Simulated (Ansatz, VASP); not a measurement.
## One calculation of Zr3NbTe2, two programs

The input INCAR:

```
PREC     = Accurate       # precision mode
ENCUT    = 520            # plane-wave cutoff, eV
EDIFF    = 1E-7           # SCF threshold, eV
ISMEAR   = 0              # smearing method
SIGMA    = 0.1            # smearing width, eV
LREAL    = False          # projectors in reciprocal space
LASPH    = True           # aspherical terms in the spheres
NELM     = 150            # most SCF steps
ALGO     = Normal         # electronic algorithm
ISIF     = 2              # what is computed and relaxed
LWAVE    = False          # write WAVECAR
LCHARG   = False          # write CHGCAR
ISPIN    = 2              # spin polarisation
MAGMOM   = 1 1 1 1 0 0    # initial moments
LORBIT   = 11             # projections on sites
LMAXMIX  = 4              # l up to which the mixer works
GGA      = PE             # functional
NBANDS   = 44             # bands
```

Contents of KPOINTS:

```
Automatic mesh
0
Gamma
  3 3 4
```

Contents of POSCAR:

```
Zr3NbTe2
1.0
    6.1339663920      0.0000000000      0.0000000000
   -3.0669831960      5.3121707214      0.0000000000
    0.0000000000      0.0000000000      4.7291197597
Zr Nb Te
3 1 2
Direct
    0.0000000000      0.5000000000      0.0034498416
    0.5000000000      0.0000000000      0.0034498416
    0.5000000000      0.5000000000      0.0034498416
    0.0000000000      0.0000000000      0.1655909301
    0.6666666667      0.3333333333      0.4970272275
    0.3333333333      0.6666666667      0.4970272275
```

Input for Ansatz:

```yaml
crystal:
  lattice:
    - [6.133966392, 0.0, 0.0]
    - [-3.066983196, 5.3121707214, 0.0]
    - [0.0, 0.0, 4.7291197597]
  atoms:
    - { symbol: Zr, position: [0.0, 0.5, 0.0034498416], spin: 1.0 }
    - { symbol: Zr, position: [0.5, 0.0, 0.0034498416], spin: 1.0 }
    - { symbol: Zr, position: [0.5, 0.5, 0.0034498416], spin: 1.0 }
    - { symbol: Nb, position: [0.0, 0.0, 0.1655909301], spin: 1.0 }
    - { symbol: Te, position: [0.6666666667, 0.3333333333, 0.4970272275] }
    - { symbol: Te, position: [0.3333333333, 0.6666666667, 0.4970272275] }
basis:
  ecutwfc: 420
kpoints:
  mp_grid: { grid: [3, 3, 4] }
hamiltonian:
  xc: pbe
scf:
  occupations: { method: gaussian, width: 0.1 }
  lower_state_search: "off"
output:
  forces: true
  stress: true
  eigenvalues: true
  populations: true
magnetization:
  spin_polarized: true
```

Change from the starting cell: species swapped into the NaSn2Pd3 type (P6mm, No. 183).

Alike in both runs: task single point; functional PBE; k mesh 3 × 3 × 4; occupations gaussian, width 0.1 eV; collinear spin.

```csv
,VASP,Ansatz
version,VASP 6.6.1,Ansatz 0.2.0
potentials or method,"VASP PAW PBE potentials, release 64 (Zr_sv, Nb_sv, Te), cutoff 520 eV","scalar-relativistic, plane waves, PAW"
valence electrons in the cell,61,81
```

|  | VASP | Ansatz | Ansatz less VASP |
| --- | --- | --- | --- |
| gap on the k mesh at the Fermi level (eV) | none | none | - |
| pressure (GPa) | 0.1 | 1.1 | +1.01 |
| traceless stress, the component that is largest in VASP (GPa) | 0.07 | 0.11 | +0.044 |
| rms of the force components (eV/Å) | 0.005 | 0.036 | +0.0317 |
| net moment per atom (μB) | 0.00 | 0.35 | +0.350 |
| size of the moment on the site where the two differ most (μB) | 0.00 | 1.57 | +1.568 |

The net moments are unlike, so the other rows may belong to different states. Site moments also hang on the region over which each program counts them. Atom by atom the forces differ by 0.041 eV/Å (rms over components). A gap of «none» marks a metal or a gap that the smearing closes. VASP's potentials hold 61 valence electrons a cell and Ansatz's 81, so a difference there can come from the potentials and not from the codes. Ansatz's warnings: spin hold released.

The k mesh is coarse, so the values compare programs but aren't converged. Neither program's run includes spin-orbit coupling.
